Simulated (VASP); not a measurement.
# WC (P-6m2) in VASP: notebook, part 3 of 4

VASP 6.6.1. The steps go on from the part before.

**4. Relaxation of cell and atoms, PBEsol, target pressure 50 GPa, at which the enthalpy is minimised**

This run uses another cell than the first one, of 9.29 Å³/atom, 0.901 times its volume.

The input, INCAR:

```
SYSTEM = WC
PREC = Accurate
ENCUT = 600
EDIFF = 1E-6
ISMEAR = 0
SIGMA = 0.1
LREAL = .FALSE.
LASPH = .TRUE.
NELM = 80
ALGO = Normal
ISIF = 3
LWAVE = .FALSE.
LCHARG = .FALSE.
GGA = PS
IBRION = 2
NSW = 70
EDIFFG = -0.008
PSTRESS = 500.0
```

The input, KPOINTS:

```
regular mesh
0
G
  18 18 14
  0 0 0
```

The input, POSCAR:

```
WC
1.0
    2.7973530310      0.0000000000      0.0000000000
   -1.3986765155      2.4225787882      0.0000000000
    0.0000000000      0.0000000000      2.7418738024
W C
1 1
Direct
    0.0000000000      0.0000000000      0.0000000000
    0.6666666667      0.3333333333      0.5000000000
```

Potentials or basis: VASP PAW PBE potentials, release 64 (W_sv, C).

Command:

```
$ cat potpaw_PBE.64/W_sv/POTCAR potpaw_PBE.64/C/POTCAR > POTCAR
$ mpirun -np 1 vasp_std > vasp.out
```

OUTCAR:

```text
SYSTEM = WC
   PREC = Accurate
   ENCUT = 600
   EDIFF = 1E-6
   ISMEAR = 0
   LREAL = .FALSE.
   LASPH = .TRUE.
   NELM = 80
   ISIF = 3
   GGA = PS
   IBRION = 2
   NSW = 70
   EDIFFG = -0.008
   PSTRESS = 500.0

 ion  position               nearest neighbor table
   1  0.000  0.000  0.000-   2 2.12   2 2.12   2 2.12   2 2.12   2 2.12   2 2.12
   2  0.667  0.333  0.500-   1 2.12   1 2.12   1 2.12   1 2.12   1 2.12   1 2.12

  LATTYP: Found a hexagonal cell.
 ALAT       =     2.7973530310
 C/A-ratio  =     0.9801672410

  Lattice vectors:

 A1 = (   2.7973530310,   0.0000000000,   0.0000000000)
 A2 = (  -1.3986765155,   2.4225787882,   0.0000000000)
 A3 = (   0.0000000000,   0.0000000000,   2.7418738024)

Analysis of symmetry for initial positions (statically):
=====================================================================
 Subroutine PRICEL returns:
 Original cell was already a primitive cell.

 Routine SETGRP: Setting up the symmetry group for a
 hexagonal supercell.

 Subroutine GETGRP returns: Found 12 space group operations
 (whereof 12 operations were pure point group operations)
 out of a pool of 24 trial point group operations.

The static configuration has the point symmetry D_3h.

Analysis of symmetry for dynamics (positions and initial velocities):
=====================================================================
 Subroutine PRICEL returns:
 Original cell was already a primitive cell.

 Routine SETGRP: Setting up the symmetry group for a
 hexagonal supercell.

 Subroutine GETGRP returns: Found 12 space group operations
 (whereof 12 operations were pure point group operations)
 out of a pool of 24 trial point group operations.

The dynamic configuration has the point symmetry D_3h.

 Subroutine INISYM returns: Found 12 space group operations
 (whereof 12 operations are pure point group operations),
 and found     1 'primitive' translations

----------------------------------------------------------------------------------------

                                     Primitive cell

  volume of cell :      18.5812

  direct lattice vectors                    reciprocal lattice vectors
     2.797353031  0.000000000  0.000000000     0.357480800  0.206391636  0.000000000
    -1.398676516  2.422578788  0.000000000     0.000000000  0.412783272  0.000000000
     0.000000000  0.000000000  2.741873802     0.000000000  0.000000000  0.364714087

  length of vectors
     2.797353031  2.797353031  2.741873802     0.412783272  0.412783272  0.364714087

  position of ions in fractional coordinates (direct lattice)
     0.000000000  0.000000000  0.000000000
     0.666666667  0.333333333  0.500000000

  ion indices of the primitive-cell ions
   primitive index   ion index
                 1           1
                 2           2

----------------------------------------------------------------------------------------

 KPOINTS: regular mesh

Automatic generation of k-mesh.
 Grid dimensions read from file:
 generate k-points for:   18   18   14

 Generating k-lattice:

  Cartesian coordinates                     Fractional coordinates (reciprocal lattice)
[... 44 lines left out ...]
   total plane-waves  NPLWV =  13824
   dimension x,y,z NGX =    24 NGY =   24 NGZ =   24
   dimension x,y,z NGXF=    48 NGYF=   48 NGZF=   48
   ions per type =               1   1
   NGX,Y,Z   is equivalent  to a cutoff of  14.26, 14.26, 14.55 a.u.
   NGXF,Y,Z  is equivalent  to a cutoff of  28.53, 28.53, 29.10 a.u.
 SYSTEM =  WC
   PREC   = accura    normal or accurate (medium, high low for compatibility)
   ISTART =      0    job   : 0-new  1-cont  2-samecut
   ICHARG =      2    charge: 1-file 2-atom 10-const
   ISPIN  =      1    spin polarized calculation?
   LNONCOLLINEAR =      F non collinear calculations
   LSORBIT =      F    spin-orbit coupling
   LASPH  =      T    aspherical Exc in radial PAW
   ENCUT  =  600.0 eV  44.10 Ry    6.64 a.u.   5.59  5.59  5.48*2*pi/ulx,y,z
   NELM   =     80;   NELMIN=  2; NELMDL= -5     # of ELM steps
   EDIFF  = 0.1E-05   stopping-criterion for ELM
   LREAL  =      F    real-space projection
   EDIFFG = -.8E-02   stopping-criterion for IOM
   NSW    =     70    number of steps for IOM
   IBRION =      2    ionic relax: 0-MD 1-quasi-New 2-CG
   NFREE  =      1    steps in history (QN), initial steepest desc. (CG)
   ISIF   =      3    stress and relaxation
   ISYM   =      2    0-nonsym 1-usesym 2-fastsym
   POTIM  = 0.5000    time-step for ionic-motion
   TEBEG  =    0.0;   TEEND  =   0.0 temperature during run
   PSTRESS=  500.0 pullay stress
   NELECT =      18.0000    total number of electrons
   NUPDOWN=      -1.0000    fix difference up-down
   EMIN   =  10.00;   EMAX   =-10.00  energy-range for DOS
   EFERMI =   0.00;   METHOD = LEGACY
   ISMEAR =     0;   SIGMA  =   0.10  broadening in eV -4-tet -1-fermi 0-gaus
   EFERMI_NEDOS =   21; number of points for ismear=-14 and -15
   IALGO  =     38    algorithm
   IMIX   =      4    mixing-type and parameters
     AMIX     =   0.40;   BMIX     =  1.00
     AMIX_MAG =   1.60;   BMIX_MAG =  1.00
  volume/ion in A,a.u.               =       9.29        62.70
  Fermi-wavevector in a.u.,A,eV,Ry     =   1.619850  3.061073 35.700515  2.623914
  Thomas-Fermi vector in A             =   2.713884
   LORBIT       =      0    0 simple, 1 ext, 2 COOP (PROOUT), +10 PAW based schemes
   GGA     = PS    functional components
   LHFCALC =     F    Hartree Fock is set to
   AEXX    =    0.0000 exact exchange contribution
   IVDW    =     0    specifies the selected vdW correction
   LEPSILON=     F    determine dielectric tensor
   LRPA    =     F    only Hartree local field effects (RPA)
 conjugate gradient relaxation of ions
 non-spin polarized calculation
 Gauss-broadening in eV      SIGMA  =   0.10
  energy-cutoff  :      600.00
  volume of cell :       18.58
 maximum number of plane-waves:       641
 NGX is ok and might be reduce to    24
   NGX = 11   NGY = 11   NGZ = 11

--------------------------------------- Ionic step        1  -------------------------------------------

 number of electron      18.0000001 magnetization

 Free energy of the ion-electron system (eV)
  ---------------------------------------------------
  ext. energy  EPLUGINS =         0.00000000
  ---------------------------------------------------
  free energy    TOTEN  =       -23.58786380 eV

  energy without entropy =      -23.58673640  energy(sigma->0) =      -23.58730010

------------------------ aborting loop because EDIFF is reached ----------------------------------------

  FORCE on cell =-STRESS in cart. coord.  units (eV):
  Direction    XX          YY          ZZ          XY          YZ          ZX
  --------------------------------------------------------------------------------------
  -------------------------------------------------------------------------------------
  Total        6.0439919      6.0439919      6.5069883     -0.0000000      0.0000000      0.0000000
  in kB      521.1488734    521.1488734    561.0711720     -0.0000000      0.0000000      0.0000000
  external PRESSURE =      34.4563063 kB  Pullay stress =     500.0000000 kB
[... 177 lines left out ...]
--------------------------------------- Ionic step        6  -------------------------------------------

 number of electron      18.0000001 magnetization

 Free energy of the ion-electron system (eV)
  ---------------------------------------------------
  ext. energy  EPLUGINS =         0.00000000
  ---------------------------------------------------
  free energy    TOTEN  =       -23.62012489 eV

  energy without entropy =      -23.61902814  energy(sigma->0) =      -23.61957652

 E-fermi :  12.5389     XC(G=0): -14.5206

 val. band max:       12.5176324143   @ k =   0.4444   0.1111   0.5000
 cond. band min:      12.5487203466   @ k =   0.0000   0.0000   0.0714
 fundamental gap:      0.0310879324
 Fermi energy:        12.5388873223

 k-point     1 :       0.0000    0.0000    0.0000
  band No.  band energies     occupation
      1     -61.2262      2.00000
      2     -25.2299      2.00000
      3     -25.0443      2.00000
      4     -25.0443      2.00000
      5      -2.7461      2.00000
      6       7.5098      2.00000
      7       8.7591      2.00000
      8       8.7591      2.00000
      9      12.5684      0.67622
     10      16.2232      0.00000
     11      16.2232      0.00000
     12      18.7239      0.00000
     13      18.7239      0.00000
[... 354 lines left out ...]
  band No.  band energies     occupation
      1     -61.1271      2.00000
      2     -26.1814      2.00000
      3     -25.4092      2.00000
      4     -25.0556      2.00000
      5       1.0603      2.00000
      6       5.1198      2.00000
      7       8.4183      2.00000
      8       8.4214      2.00000
      9      11.9923      2.00000
     10      14.4768      0.00000
     11      16.5648      0.00000
     12      18.1370      0.00000
     13      20.8389      0.00000

 [... further k-points ...]
[... 5 lines left out ...]
  --------------------------------------------------------------------------------------
  -------------------------------------------------------------------------------------
  Total        5.8353949      5.8353949      5.8312070      0.0000000      0.0000000      0.0000000
  in kB      500.5170432    500.5170432    500.1578322      0.0000000      0.0000000      0.0000000
  external PRESSURE =       0.3973062 kB  Pullay stress =     500.0000000 kB
[... 21 lines left out ...]
  energy  without entropy=      -23.6190281429  energy(sigma->0) =      -23.61957652

  enthalpy is  TOTEN    =       -17.7907580214 eV   P V=        5.8293668716

 reached required accuracy - stopping structural energy minimisation
```

OSZICAR:

```text
N       E                     dE             d eps       ncg     rms          rms(c)
DAV:   1     0.118797850934E+03    0.11880E+03   -0.10725E+04  7712   0.173E+03
DAV:   2    -0.222904916364E+02   -0.14109E+03   -0.13743E+03  8766   0.413E+02
[... 40 lines left out ...]
   5 F= -.17790583E+02 E0= -.17790039E+02  d E =0.100727E-03
       N       E                     dE             d eps       ncg     rms          rms(c)
DAV:   1    -0.236207326940E+02   -0.66780E-02   -0.20434E-02  7781   0.181E+00    0.202E-01
DAV:   2    -0.236202788425E+02    0.45385E-03   -0.87388E-04  7971   0.335E-01    0.783E-02
DAV:   3    -0.236201245914E+02    0.15425E-03   -0.39859E-04  8341   0.197E-01    0.375E-02
DAV:   4    -0.236201248929E+02   -0.30155E-06   -0.98083E-06  7981   0.340E-02
   6 F= -.17790758E+02 E0= -.17790210E+02  d E =-.739249E-04
```

It took 68 s on 1 thread of Intel Xeon 6975P-C (Granite Rapids), shared host; peak memory 0.23 GiB.

The run converged, but its numbers aren't listed here, since they failed a check.

Caveat: the cell is relaxed towards a set pressure, so the enthalpy falls and the energy may rise; the PAW data sets were made with another functional, which shifts forces and pressure a little; spin-orbit coupling is left out, which moves the levels of the heavy elements.

**5. Relaxation of cell and atoms, PBEsol, target pressure 25 GPa, at which the enthalpy is minimised**

This run uses another cell than the first one, of 9.73 Å³/atom, 0.943 times its volume.

The input, INCAR:

```
SYSTEM = WC
PREC = Accurate ; ENCUT = 600
EDIFF = 1E-7 ; ISMEAR = 0
SIGMA = 0.1 ; LREAL = .False.
LASPH = .True. ; NELM = 100
ALGO = Normal ; ISIF = 3
LWAVE = .False. ; LCHARG = .False.
GGA = PS ; IBRION = 2
NSW = 70 ; EDIFFG = -0.008
PSTRESS = 250.0
```

The input, KPOINTS:

```
regular mesh
0
Gamma
  18 18 14
  0 0 0
```

The input, POSCAR:

```
WC
1.0
    2.8427196028      0.0000000000      0.0000000000
   -1.4213598014      2.4618673918      0.0000000000
    0.0000000000      0.0000000000      2.7800846865
W C
1 1
Direct
    0.0000000000      0.0000000000      0.0000000000
    0.6666666667      0.3333333333      0.5000000000
```

Potentials or basis: VASP PAW PBE potentials, release 64 (W_sv, C).

Command:

```
$ cat potpaw_PBE.64/W_sv/POTCAR potpaw_PBE.64/C/POTCAR > POTCAR
$ mpirun -np 1 vasp_std > vasp.out
```

OUTCAR:

```text
SYSTEM = WC
   PREC = Accurate
   ENCUT = 600
   EDIFF = 1E-7
   ISMEAR = 0
   LREAL = .False.
   LASPH = .True.
   NELM = 100
   ISIF = 3
   GGA = PS
   IBRION = 2
   NSW = 70
   EDIFFG = -0.008
   PSTRESS = 250.0

 ion  position               nearest neighbor table
   1  0.000  0.000  0.000-   2 2.15   2 2.15   2 2.15   2 2.15   2 2.15   2 2.15
   2  0.667  0.333  0.500-   1 2.15   1 2.15   1 2.15   1 2.15   1 2.15   1 2.15

  LATTYP: Found a hexagonal cell.
 ALAT       =     2.8427196028
 C/A-ratio  =     0.9779665514

  Lattice vectors:

 A1 = (   2.8427196028,   0.0000000000,   0.0000000000)
 A2 = (  -1.4213598014,   2.4618673918,   0.0000000000)
 A3 = (   0.0000000000,   0.0000000000,   2.7800846865)

Analysis of symmetry for initial positions (statically):
=====================================================================
 Subroutine PRICEL returns:
 Original cell was already a primitive cell.

 Routine SETGRP: Setting up the symmetry group for a
 hexagonal supercell.

 Subroutine GETGRP returns: Found 12 space group operations
 (whereof 12 operations were pure point group operations)
 out of a pool of 24 trial point group operations.

The static configuration has the point symmetry D_3h.

[... 170 lines left out ...]
  Total        3.2073059      3.2073059      3.4953033     -0.0000000      0.0000000      0.0000000
  in kB      264.1157262    264.1157262    287.8317819     -0.0000000      0.0000000      0.0000000
  external PRESSURE =      22.0210781 kB  Pullay stress =     250.0000000 kB
[... 139 lines left out ...]
--------------------------------------- Ionic step        5  -------------------------------------------

 number of electron      18.0000001 magnetization

 Free energy of the ion-electron system (eV)
  ---------------------------------------------------
  ext. energy  EPLUGINS =         0.00000000
  ---------------------------------------------------
  free energy    TOTEN  =       -23.81886482 eV

  energy without entropy =      -23.81777762  energy(sigma->0) =      -23.81832122

 E-fermi :  11.8363     XC(G=0): -14.2662

 val. band max:       11.8056661443   @ k =   0.5000   0.0000   0.3571
 cond. band min:      11.8399279508   @ k =   0.3333   0.2222   0.0000
 fundamental gap:      0.0342618066
 Fermi energy:        11.8363064623

 k-point     1 :       0.0000    0.0000    0.0000
  band No.  band energies     occupation
      1     -61.9940      2.00000
      2     -25.9901      2.00000
      3     -25.8457      2.00000
      4     -25.8457      2.00000
      5      -3.0789      2.00000
      6       7.1188      2.00000
      7       8.2565      2.00000
      8       8.2565      2.00000
      9      11.9041      0.33733
     10      15.3236      0.00000
     11      15.3236      0.00000
     12      17.7954      0.00000
     13      17.7954      0.00000
[... 354 lines left out ...]
  band No.  band energies     occupation
      1     -61.9145      2.00000
      2     -26.8100      2.00000
      3     -26.1555      2.00000
      4     -25.8452      2.00000
      5       0.5580      2.00000
      6       4.6496      2.00000
      7       7.9364      2.00000
      8       7.9899      2.00000
      9      11.3229      2.00000
     10      13.7262      0.00000
     11      15.6683      0.00000
     12      17.0958      0.00000
     13      19.8139      0.00000

 [... further k-points ...]
[... 5 lines left out ...]
  --------------------------------------------------------------------------------------
  -------------------------------------------------------------------------------------
  Total        3.0479026      3.0479026      3.0472466      0.0000000      0.0000000      0.0000000
  in kB      249.9770136    249.9770136    249.9232091      0.0000000      0.0000000      0.0000000
  external PRESSURE =      -0.0409212 kB  Pullay stress =     250.0000000 kB
[... 21 lines left out ...]
  energy  without entropy=      -23.8177776155  energy(sigma->0) =      -23.81832122

  enthalpy is  TOTEN    =       -20.7706819666 eV   P V=        3.0481828497

 reached required accuracy - stopping structural energy minimisation
```

CONTCAR:

```text
WC
   1.00000000000000
     2.8442036398915924    0.0000000000000000    0.0000000000000000
    -1.4221018199457962    2.4631526056156239    0.0000000000000000
     0.0000000000000000   -0.0000000000000000    2.7884289404357667
  W               C
     1     1
Direct
     0.0000000000000000    0.0000000000000000    0.0000000000000000
     0.6666666667000030    0.3333333332999970    0.5000000000000000

  0.00000000E+00  0.00000000E+00  0.00000000E+00
  0.00000000E+00  0.00000000E+00  0.00000000E+00
```

Wall time 68 s (1 thread of Intel Xeon 6975P-C (Granite Rapids), shared host); peak memory 0.23 GiB.

What came out:

- Free energy: -23.8189 eV
- Relaxed volume: 9.77 Å³/atom
- Relaxed cell: a = 2.844 Å, b = 2.844 Å, c = 2.788 Å, α = 90.00°, β = 90.00°, γ = 120.00°
- Space group after relaxing (to 0.05 Å): P-6m2 (No. 187)
- Energy change on relaxing (the enthalpy is what falls): -6.5 meV/atom
- Ionic steps: 5
- Pressure after relaxing: 25.0 GPa
- Band gap on the k mesh: zero (band 9 reaches 12.47 eV, above the bottom of band 10 at 11.14 eV)

The path:
| step | energy change (eV) | largest force (eV/Å) | pressure (GPa) | volume (Å³) |
| --- | --- | --- | --- | --- |
| 1 | 0.0000 | 0.0000 | 27.20 | 19.46 |
| 2 | -0.0516 | 0.0000 | 17.22 | 19.83 |
| 3 | -0.0143 | 0.0000 | 24.82 | 19.54 |
| 4 | -0.0116 | 0.0000 | 25.19 | 19.53 |
| 5 | -0.0131 | 0.0000 | 25.00 | 19.53 |

Final structure:
```
W C
1.0
     2.84420    0.00000    0.00000
    -1.42210    2.46315    0.00000
     0.00000    0.00000    2.78843
W C
1 1
Direct
  0.00000 0.00000 0.00000
  0.66667 0.33333 0.50000
```

Caveat: the cell is relaxed towards a set pressure, so the enthalpy falls and the energy may rise; the PAW data sets were made with another functional, which shifts forces and pressure a little; spin-orbit coupling is left out, which moves the levels of the heavy elements.

(Continued in part 4 of 4.)
